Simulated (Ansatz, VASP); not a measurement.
Sn4Se5 in VASP and in Ansatz

File INCAR:

```
SYSTEM = Sn4Se5
ALGO     = Normal         ! electronic algorithm
DIPOL    = 0.5 0.5 0.500
EDIFF    = 1E-6           ! SCF threshold, eV
ENCUT    = 520            ! plane-wave cutoff, eV
GGA      = PS             ! functional
IDIPOL   = 3            
ISIF     = 2              ! what is computed and relaxed
ISMEAR   = 0              ! smearing method
LASPH    = .True.         ! aspherical terms in the spheres
LCHARG   = .True.         ! write CHGCAR
LDIPOL   = .True.       
LELF     = .True.         ! ELF
LREAL    = .False.        ! projectors in reciprocal space
LVACPOTAV= .True.       
LVHAR    = .True.       
LWAVE    = .False.        ! write WAVECAR
NBANDS   = 53             ! bands
NELM     = 100            ! most SCF steps
PREC     = Accurate       ! precision mode
SIGMA    = 0.05           ! smearing width, eV
```

File KPOINTS:

```
k-points
0
Gamma
  9 9 1
  0 0 0
```

POSCAR

```
Sn4Se5
1.0
    4.2041099673      0.0000000000      0.0000000000
   -2.1020549836      3.6408660320      0.0000000000
    0.0000000000      0.0000000000     20.7305656565
Se Sn
5 4
Direct
    0.3333333333      0.6666666667      0.1688328268
    0.0000000000      0.0000000000      0.3344164134
    0.6666666667      0.3333333333      0.5000000000
    0.3333333333      0.6666666667      0.6655835866
    0.0000000000      0.0000000000      0.8311671732
    0.6666666667      0.3333333333      0.2516246201
    0.3333333333      0.6666666667      0.4172082067
    0.0000000000      0.0000000000      0.5827917933
    0.6666666667      0.3333333333      0.7483753799
```

Input for Ansatz:

```yaml
crystal:
  lattice:
    - [4.2041099661, 0.0, 0.0]
    - [-2.102054983, 3.6408660309, 0.0]
    - [0.0, 0.0, 20.7305656526]
  atoms:
    - { symbol: Se, position: [0.3333333333, 0.6666666667, 0.1688328268] }
    - { symbol: Sn, position: [0.6666666667, 0.3333333333, 0.2516246201] }
    - { symbol: Se, position: [0.0, 0.0, 0.3344164134] }
    - { symbol: Sn, position: [0.3333333333, 0.6666666667, 0.4172082067] }
    - { symbol: Se, position: [0.6666666667, 0.3333333333, 0.5] }
    - { symbol: Sn, position: [0.0, 0.0, 0.5827917933] }
    - { symbol: Se, position: [0.3333333333, 0.6666666667, 0.6655835866] }
    - { symbol: Sn, position: [0.6666666667, 0.3333333333, 0.7483753799] }
    - { symbol: Se, position: [0.0, 0.0, 0.8311671732] }
basis:
  ecutwfc: 420
kpoints:
  mp_grid: { grid: [9, 9, 1] }
hamiltonian:
  xc: pbesol
scf:
  occupations: { method: gaussian, width: 0.05 }
output:
  forces: true
  stress: true
  eigenvalues: true
efield:
  axis: 3
  dipole_correction: true
  ramp_width: 0.04
```

Alike in both runs: task single point; functional PBEsol; k mesh 9 × 9 × 1; occupations gaussian, width 0.05 eV; no spin polarisation.

```csv
,VASP,Ansatz
version,VASP 6.6.1,Ansatz 0.2.0
potentials or method,"VASP PAW PBE potentials, release 64 (Se, Sn_d), cutoff 520 eV","scalar-relativistic, plane waves, PAW"
valence electrons in the cell,86,136
```

|  | VASP | Ansatz | Ansatz less VASP |
| --- | --- | --- | --- |
| gap on the k mesh at the Fermi level (eV) | none | none | - |
| rms of the force components (eV/Å) | 0.715 | 0.717 | +0.0014 |

VASP's potentials were made for PBE, not for PBEsol. A gap of «none» marks a metal or a gap that the smearing closes. VASP's potentials hold 86 valence electrons a cell and Ansatz's 136, so a difference there can come from the potentials and not from the codes. Ansatz's warnings: vacuum density over bound.
